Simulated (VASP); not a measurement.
# RbAuBr3 (Pm-3m) in VASP: a series of runs

The runs below take RbAuBr3 through single point, with LDA.

Everything below comes from runs of VASP 6.6.1. Logs are shortened: lines on timing, memory, paths and dates and some standing lists are left out, and cuts for length are marked.

## Step 1: The cell of the first run

It takes space group Pm-3m (No. 221, cubic). Conventional cell: a = 5.437 Å, b = 5.437 Å, c = 5.437 Å, α = 90.00°, β = 90.00°, γ = 90.00°. Within 5.0 Å of Rb (site symmetry m-3m) lie 12 Br at 3.84 Å and 8 Au at 4.71 Å. Au (site symmetry m-3m) has 6 Br at 2.72 Å within 3.6 Å. Br (site symmetry 4/mmm) has 2 Au at 2.72 Å within 3.6 Å.

## Step 2: Single point, LDA

The input, INCAR:

```
ALGO     = Normal         # electronic algorithm
EDIFF    = 1E-7           # SCF threshold, eV
ENCUT    = 520            # plane-wave cutoff, eV
GGA      = CA             # functional
ISIF     = 2              # what is computed and relaxed
ISMEAR   = 0              # smearing method
LASPH    = True           # aspherical terms in the spheres
LCHARG   = False          # write CHGCAR
LREAL    = False          # projectors in reciprocal space
LWAVE    = False          # write WAVECAR
NBANDS   = 28             # bands
NELM     = 80             # most SCF steps
PREC     = Accurate       # precision mode
SIGMA    = 0.1            # smearing width, eV
```

The input, KPOINTS:

```
k-points
0
Gamma
  2 2 2
```

The input, POSCAR:

```
RbAuBr3
1.0
    5.4369900000      0.0000000000      0.0000000000
    0.0000000000      5.4369900000      0.0000000000
    0.0000000000      0.0000000000      5.4369900000
Rb Au Br
1 1 3
Direct
    0.5000000000      0.5000000000      0.5000000000
    0.0000000000      0.0000000000      0.0000000000
    0.5000000000      0.0000000000      0.0000000000
    0.0000000000      0.0000000000      0.5000000000
    0.0000000000      0.5000000000      0.0000000000
```

Potentials or basis: VASP PAW LDA potentials, release 64 (Rb_sv, Au, Br).

On the command line:

```
> cat potpaw_LDA.64/Rb_sv/POTCAR potpaw_LDA.64/Au/POTCAR potpaw_LDA.64/Br/POTCAR > POTCAR
> mpirun -np 1 vasp_std > vasp.out
```

OUTCAR:

```text
EDIFF = 1E-7
   ENCUT = 520
   GGA = CA
   ISIF = 2
   ISMEAR = 0
   LASPH = True
   LREAL = False
   NELM = 80
   PREC = Accurate

 ion  position               nearest neighbor table
   1  0.500  0.500  0.500-   3 3.84   4 3.84   5 3.84   3 3.84   5 3.84   3 3.84   4 3.84   3 3.84
                             4 3.84   5 3.84   5 3.84   4 3.84
   2  0.000  0.000  0.000-   3 2.72   4 2.72   5 2.72   4 2.72   5 2.72   3 2.72
   3  0.500  0.000  0.000-   2 2.72   2 2.72   1 3.84   1 3.84   1 3.84   1 3.84
   4  0.000  0.000  0.500-   2 2.72   2 2.72   1 3.84   1 3.84   1 3.84   1 3.84
   5  0.000  0.500  0.000-   2 2.72   2 2.72   1 3.84   1 3.84   1 3.84   1 3.84

  LATTYP: Found a simple cubic cell.
 ALAT       =     5.4369900000

  Lattice vectors:

 A1 = (   5.4369900000,   0.0000000000,   0.0000000000)
 A2 = (   0.0000000000,   5.4369900000,   0.0000000000)
 A3 = (   0.0000000000,   0.0000000000,   5.4369900000)

Analysis of symmetry for initial positions (statically):
=====================================================================
 Subroutine PRICEL returns:
 Original cell was already a primitive cell.

 Routine SETGRP: Setting up the symmetry group for a
 simple cubic supercell.

 Subroutine GETGRP returns: Found 48 space group operations
 (whereof 48 operations were pure point group operations)
 out of a pool of 48 trial point group operations.

The static configuration has the point symmetry O_h .

Analysis of symmetry for dynamics (positions and initial velocities):
=====================================================================
 Subroutine PRICEL returns:
 Original cell was already a primitive cell.

 Routine SETGRP: Setting up the symmetry group for a
 simple cubic supercell.

 Subroutine GETGRP returns: Found 48 space group operations
 (whereof 48 operations were pure point group operations)
 out of a pool of 48 trial point group operations.

The dynamic configuration has the point symmetry O_h .

 Subroutine INISYM returns: Found 48 space group operations
 (whereof 48 operations are pure point group operations),
 and found     1 'primitive' translations

----------------------------------------------------------------------------------------

                                     Primitive cell

  volume of cell :     160.7221

  direct lattice vectors                    reciprocal lattice vectors
     5.436990000  0.000000000  0.000000000     0.183925297  0.000000000  0.000000000
     0.000000000  5.436990000  0.000000000     0.000000000  0.183925297  0.000000000
     0.000000000  0.000000000  5.436990000     0.000000000  0.000000000  0.183925297

  length of vectors
     5.436990000  5.436990000  5.436990000     0.183925297  0.183925297  0.183925297

  position of ions in fractional coordinates (direct lattice)
     0.500000000  0.500000000  0.500000000
     0.000000000  0.000000000  0.000000000
     0.500000000  0.000000000  0.000000000
     0.000000000  0.000000000  0.500000000
     0.000000000  0.500000000  0.000000000

  ion indices of the primitive-cell ions
   primitive index   ion index
                 1           1
                 2           2
                 3           3
                 4           4
                 5           5

----------------------------------------------------------------------------------------

 KPOINTS: k-points

Automatic generation of k-mesh.
 Grid dimensions read from file:
 generate k-points for:    2    2    2

 Generating k-lattice:

  Cartesian coordinates                     Fractional coordinates (reciprocal lattice)
     0.091962648  0.000000000  0.000000000     0.500000000  0.000000000  0.000000000
     0.000000000  0.091962648  0.000000000     0.000000000  0.500000000  0.000000000
     0.000000000  0.000000000  0.091962648     0.000000000  0.000000000  0.500000000

  Length of vectors
     0.091962648  0.091962648  0.091962648

  Shift w.r.t. Gamma in fractional coordinates (k-lattice)
     0.000000000  0.000000000  0.000000000

 Subroutine IBZKPT returns following result:
 ===========================================

 Found      4 irreducible k-points:

 Following reciprocal coordinates:
            Coordinates               Weight
  0.000000  0.000000  0.000000      1.000000
  0.500000  0.000000  0.000000      3.000000
  0.500000  0.500000  0.000000      3.000000
  0.500000  0.500000  0.500000      1.000000
   k-points           NKPTS =      4   k-points in BZ     NKDIM =      4   number of bands    NBANDS=     28
   number of dos      NEDOS =    301   number of ions     NIONS =      5
   total plane-waves  NPLWV =  64000
   dimension x,y,z NGX =    40 NGY =   40 NGZ =   40
   dimension x,y,z NGXF=    80 NGYF=   80 NGZF=   80
   ions per type =               1   1   3
   NGX,Y,Z   is equivalent  to a cutoff of  12.23, 12.23, 12.23 a.u.
   NGXF,Y,Z  is equivalent  to a cutoff of  24.46, 24.46, 24.46 a.u.
 SYSTEM =  unknown system
   PREC   = accura    normal or accurate (medium, high low for compatibility)
   ISTART =      0    job   : 0-new  1-cont  2-samecut
   ICHARG =      2    charge: 1-file 2-atom 10-const
   ISPIN  =      1    spin polarized calculation?
   LNONCOLLINEAR =      F non collinear calculations
   LSORBIT =      F    spin-orbit coupling
   LASPH  =      T    aspherical Exc in radial PAW
   ENCUT  =  520.0 eV  38.22 Ry    6.18 a.u.  10.11 10.11 10.11*2*pi/ulx,y,z
   NELM   =     80;   NELMIN=  2; NELMDL= -5     # of ELM steps
   EDIFF  = 0.1E-06   stopping-criterion for ELM
   LREAL  =      F    real-space projection
   EDIFFG = 0.1E-05   stopping-criterion for IOM
   NSW    =      0    number of steps for IOM
   IBRION =     -1    ionic relax: 0-MD 1-quasi-New 2-CG
   NFREE  =      0    steps in history (QN), initial steepest desc. (CG)
   ISIF   =      2    stress and relaxation
   ISYM   =      2    0-nonsym 1-usesym 2-fastsym
   POTIM  = 0.5000    time-step for ionic-motion
   TEBEG  =    0.0;   TEEND  =   0.0 temperature during run
   PSTRESS=    0.0 pullay stress
   NELECT =      41.0000    total number of electrons
   NUPDOWN=      -1.0000    fix difference up-down
   EMIN   =  10.00;   EMAX   =-10.00  energy-range for DOS
   EFERMI =   0.00;   METHOD = LEGACY
   ISMEAR =     0;   SIGMA  =   0.10  broadening in eV -4-tet -1-fermi 0-gaus
   EFERMI_NEDOS =   21; number of points for ismear=-14 and -15
   IALGO  =     38    algorithm
   IMIX   =      4    mixing-type and parameters
     AMIX     =   0.40;   BMIX     =  1.00
     AMIX_MAG =   1.60;   BMIX_MAG =  1.00
  volume/ion in A,a.u.               =      32.14       216.92
  Fermi-wavevector in a.u.,A,eV,Ry     =   1.038271  1.962049 14.667184  1.078008
  Thomas-Fermi vector in A             =   2.172748
   LORBIT       =      0    0 simple, 1 ext, 2 COOP (PROOUT), +10 PAW based schemes
   GGA     = CA    functional components
   LHFCALC =     F    Hartree Fock is set to
   AEXX    =    0.0000 exact exchange contribution
   IVDW    =     0    specifies the selected vdW correction
   LEPSILON=     F    determine dielectric tensor
   LRPA    =     F    only Hartree local field effects (RPA)
 non-spin polarized calculation
 Gauss-broadening in eV      SIGMA  =   0.10
  energy-cutoff  :      520.00
  volume of cell :      160.72
 maximum number of plane-waves:      4385
   NGX = 21   NGY = 21   NGZ = 21

 number of electron      40.9999996 magnetization

 Free energy of the ion-electron system (eV)
  ---------------------------------------------------
  ext. energy  EPLUGINS =         0.00000000
  ---------------------------------------------------
  free energy    TOTEN  =       -16.61179444 eV

  energy without entropy =      -16.61179444  energy(sigma->0) =      -16.61179444

 E-fermi :   1.1485     XC(G=0):  -8.7258

 val. band max:        0.6394487678   @ k =   0.0000   0.0000   0.0000
 cond. band min:       1.8930557631   @ k =   0.5000   0.5000   0.0000
 fundamental gap:      1.2536069953
 Fermi energy:         1.1485103934

 k-point     1 :       0.0000    0.0000    0.0000
  band No.  band energies     occupation
      1     -24.8931      2.00000
      2     -13.8037      2.00000
      3     -13.2257      2.00000
      4     -13.2257      2.00000
      5      -9.0440      2.00000
      6      -9.0440      2.00000
[... 20 lines left out ...]
     27       7.2435      0.00000
     28       7.2435      0.00000

 k-point     2 :       0.5000    0.0000    0.0000
  band No.  band energies     occupation
      1     -24.8925      2.00000
      2     -13.6344      2.00000
      3     -13.3134      2.00000
      4     -13.2210      2.00000
      5      -9.0363      2.00000
      6      -9.0363      2.00000
[... 20 lines left out ...]
     27       8.2853      0.00000
     28       8.7040      0.00000

 k-point     3 :       0.5000    0.5000    0.0000
  band No.  band energies     occupation
      1     -24.8919      2.00000
      2     -13.4269      2.00000
      3     -13.3144      2.00000
      4     -13.3144      2.00000
      5      -9.0438      2.00000
      6      -9.0438      2.00000
[... 20 lines left out ...]
     27       8.1419      0.00000
     28       8.1861      0.00000

 k-point     4 :       0.5000    0.5000    0.5000
  band No.  band energies     occupation
      1     -24.8913      2.00000
      2     -13.3019      2.00000
      3     -13.3019      2.00000
      4     -13.3019      2.00000
      5      -9.0736      2.00000
      6      -9.0736      2.00000
[... 20 lines left out ...]
     27       8.3677      0.00000
     28       8.3677      0.00000

------------------------ aborting loop because EDIFF is reached ----------------------------------------

  FORCE on cell =-STRESS in cart. coord.  units (eV):
  Direction    XX          YY          ZZ          XY          YZ          ZX
  --------------------------------------------------------------------------------------
  -------------------------------------------------------------------------------------
  Total       -5.0013629     -5.0013629     -5.0013629     -0.0000000      0.0000000     -0.0000000
  in kB      -49.8566787    -49.8566787    -49.8566787     -0.0000000      0.0000000     -0.0000000
  external PRESSURE =     -49.8566787 kB  Pullay stress =       0.0000000 kB

 VOLUME and BASIS-vectors are now :
 -----------------------------------------------------------------------------
  energy-cutoff  :      520.00
  volume of cell :      160.72
      direct lattice vectors                 reciprocal lattice vectors
     5.436990000  0.000000000  0.000000000     0.183925297  0.000000000  0.000000000
     0.000000000  5.436990000  0.000000000     0.000000000  0.183925297  0.000000000
     0.000000000  0.000000000  5.436990000     0.000000000  0.000000000  0.183925297

 POSITION                                       TOTAL-FORCE (eV/Angst)
 -----------------------------------------------------------------------------------
      2.71849      2.71849      2.71849         0.000000      0.000000      0.000000
      0.00000      0.00000      0.00000         0.000000      0.000000      0.000000
      2.71849      0.00000      0.00000         0.000000      0.000000      0.000000
      0.00000      0.00000      2.71849         0.000000      0.000000      0.000000
      0.00000      2.71849      0.00000         0.000000      0.000000      0.000000
 -----------------------------------------------------------------------------------
    total drift:                                0.000000      0.000000     -0.000000

  FREE ENERGIE OF THE ION-ELECTRON SYSTEM (eV)
  ---------------------------------------------------
  free  energy   TOTEN  =       -16.6117944365 eV

  energy  without entropy=      -16.6117944365  energy(sigma->0) =      -16.61179444
```

Run time: 11 s. Hardware: 1 thread of Intel Xeon Platinum 8488C (Sapphire Rapids), shared host; peak memory 0.2 GiB.

Results:

```yaml
Free_energy: -16.6118 eV
Pressure: -5.0 GPa
Band_gap_on_the_k_mesh: zero (an odd number of electrons rules out a gap without spin polarisation)
```

Levels at points of the mesh, in eV from the Fermi level:
```
           k point  band 16  band 17  band 18  band 19  band 20  band 21  band 22  band 23  band 24  band 25
(0.00, 0.00, 0.00)    -1.93    -1.93    -1.93    -1.68    -1.68    -1.68    -0.51     3.07     4.68     4.68
(0.50, 0.00, 0.00)    -2.30    -2.16    -1.83    -1.83    -1.60    -1.60     3.16     5.01     5.27     6.15
(0.50, 0.50, 0.00)    -2.34    -2.09    -1.66    -1.66    -1.24     0.74     4.69     5.78     5.78     5.90
(0.50, 0.50, 0.50)    -1.95    -1.22    -1.22    -1.22     0.75     0.75     4.33     4.48     4.48     4.48
```

Caveat: the k points lie up to 0.58 Å⁻¹ apart, too coarse for converged energies and pressures of a metal; spin-orbit coupling is left out, which moves the levels of the heavy elements; an odd number of electrons without spin polarisation forces a metal; a magnetic or distorted state may lie lower.

## Step 3: Single point, LDA

The input, INCAR:

```
PREC = Accurate ; ENCUT = 520
EDIFF = 1E-6 ; ISMEAR = 0
SIGMA = 0.1 ; LREAL = False
LASPH = True ; NELM = 60
ALGO = Normal ; ISIF = 2
LWAVE = False ; LCHARG = True
GGA = CA ; LELF = True
LVHAR = True ; NBANDS = 28
```

The input, KPOINTS:

```
regular mesh
0
Gamma
  3 3 3
```

POSCAR is that of step 2.

Potentials or basis: VASP PAW LDA potentials, release 64 (Rb_sv, Au, Br).

On the command line:

```
> cat potpaw_LDA.64/Rb_sv/POTCAR potpaw_LDA.64/Au/POTCAR potpaw_LDA.64/Br/POTCAR > POTCAR
> mpirun -np 1 vasp_std > vasp.out
```

Wall time 13 s (1 thread of Intel Xeon Platinum 8488C (Sapphire Rapids), shared host); peak memory 0.2 GiB.

It converged, with:

| Quantity | Value |
| --- | --- |
| Free energy | -15.5362 eV |
| Pressure | -3.3 GPa |
| Band gap on the k mesh | zero (an odd number of electrons rules out a gap without spin polarisation) |

Levels at points of the mesh, in eV from the Fermi level:
| k point | band 17 | band 18 | band 19 | band 20 | band 21 | band 22 | band 23 | band 24 | band 25 | band 26 |
| --- | --- | --- | --- | --- | --- | --- | --- | --- | --- | --- |
| (0.00, 0.00, 0.00) | -1.87 | -1.87 | -1.61 | -1.61 | -1.61 | -0.46 | 3.13 | 4.74 | 4.74 | 6.15 |

Caveat: the k points lie up to 0.39 Å⁻¹ apart, too coarse for converged energies and pressures of a metal; spin-orbit coupling is left out, which moves the levels of the heavy elements; an odd number of electrons without spin polarisation forces a metal; a magnetic or distorted state may lie lower.

## Step 4: Single point, LDA

The input, INCAR:

```
ALGO     = Normal         # electronic algorithm
EDIFF    = 1E-6           # SCF threshold, eV
ENCUT    = 520            # plane-wave cutoff, eV
ISIF     = 2              # what is computed and relaxed
ISMEAR   = 0              # smearing method
LASPH    = T              # aspherical terms in the spheres
LCHARG   = F              # write CHGCAR
LREAL    = F              # projectors in reciprocal space
LWAVE    = F              # write WAVECAR
NBANDS   = 28             # bands
NELM     = 100            # most SCF steps
PREC     = Accurate       # precision mode
SIGMA    = 0.1            # smearing width, eV
```

The input, KPOINTS:

```
k-points
0
Gamma
  4 4 4
```

POSCAR is that of step 3.

On the command line:

```
> cat potpaw_LDA.64/Rb_sv/POTCAR potpaw_LDA.64/Au/POTCAR potpaw_LDA.64/Br/POTCAR > POTCAR
> mpirun -np 1 vasp_std > vasp.out
```

It took 24 s on 1 thread of Intel Xeon Platinum 8488C (Sapphire Rapids), shared host; peak memory 0.22 GiB.

It converged, with:

```
Free energy            : -15.6755 eV
Pressure               : -3.6 GPa
Band gap on the k mesh : zero (an odd number of electrons rules out a gap without spin polarisation)
```

Levels at points of the mesh, in eV from the Fermi level:
| k point | band 17 | band 18 | band 19 | band 20 | band 21 | band 22 | band 23 | band 24 |
| --- | --- | --- | --- | --- | --- | --- | --- | --- |
| (0.00, 0.00, 0.00) | -1.51 | -1.51 | -1.26 | -1.26 | -1.26 | -0.14 | 3.48 | 5.09 |
| (0.50, 0.00, 0.00) | -1.74 | -1.41 | -1.41 | -1.17 | -1.17 | 3.58 | 5.42 | 5.68 |
| (0.50, 0.50, 0.00) | -1.65 | -1.23 | -1.23 | -0.81 | 1.22 | 5.11 | 6.16 | 6.16 |
| (0.50, 0.50, 0.50) | -0.79 | -0.79 | -0.79 | 1.23 | 1.23 | 4.74 | 4.86 | 4.86 |

Caveat: the cell stands under tension; spin-orbit coupling is left out, which moves the levels of the heavy elements; an odd number of electrons without spin polarisation forces a metal; a magnetic or distorted state may lie lower.

## Step 5: Single point, LDA

The input, INCAR:

```
PREC = Accurate
ENCUT = 520
EDIFF = 1E-6
ISMEAR = 0
SIGMA = 0.1
LREAL = F
LASPH = T
NELM = 100
ALGO = Normal
ISIF = 2
LWAVE = F
LCHARG = T
GGA = CA
LELF = T
LVHAR = T
NBANDS = 28
```

The input, KPOINTS:

```
Automatic mesh
0
Gamma
  5 5 5
```

POSCAR is that of step 4.

On the command line:

```
> cat potpaw_LDA.64/Rb_sv/POTCAR potpaw_LDA.64/Au/POTCAR potpaw_LDA.64/Br/POTCAR > POTCAR
> mpirun -np 1 vasp_std > vasp.out
```

Run time: 24 s. Hardware: 1 thread of Intel Xeon Platinum 8488C (Sapphire Rapids), shared host; peak memory 0.22 GiB.

It converged, with:

| Property | Result |
| --- | --- |
| Free energy | -15.8161 eV |
| Pressure | -3.9 GPa |
| Band gap on the k mesh | zero (an odd number of electrons rules out a gap without spin polarisation) |

Levels at points of the mesh, in eV from the Fermi level:
| k point | band 17 | band 18 | band 19 | band 20 | band 21 | band 22 | band 23 | band 24 | band 25 | band 26 |
| --- | --- | --- | --- | --- | --- | --- | --- | --- | --- | --- |
| (0.00, 0.00, 0.00) | -1.35 | -1.35 | -1.09 | -1.09 | -1.09 | 0.03 | 3.65 | 5.26 | 5.26 | 6.67 |

Caveat: the cell stands under tension; spin-orbit coupling is left out, which moves the levels of the heavy elements; an odd number of electrons without spin polarisation forces a metal; a magnetic or distorted state may lie lower.

## Step 6: Overview

```csv
k mesh,gap on the mesh (eV),pressure (GPa)
2 × 2 × 2,none,-5.0
3 × 3 × 3,none,-3.3
4 × 4 × 4,none,-3.6
5 × 5 × 5,none,-3.9
```

Alike in all rows: task single point; level LDA; potentials or basis VASP PAW LDA potentials, release 64 (Rb_sv, Au, Br); no spin polarisation; cell as given; cutoff (eV) 520; smearing gaussian 0.1 eV.

Caveats: some runs use coarse meshes; spin-orbit coupling is left out, which moves the levels of the heavy elements; an odd number of electrons without spin polarisation forces a metal; a magnetic or distorted state may lie lower; the cell stands under tension (at least some runs).

Total energies depend on the potentials used, so only differences within one code and one set of settings carry meaning.

The gap in the log of VASP goes by the Fermi energy; the results here count the filled bands.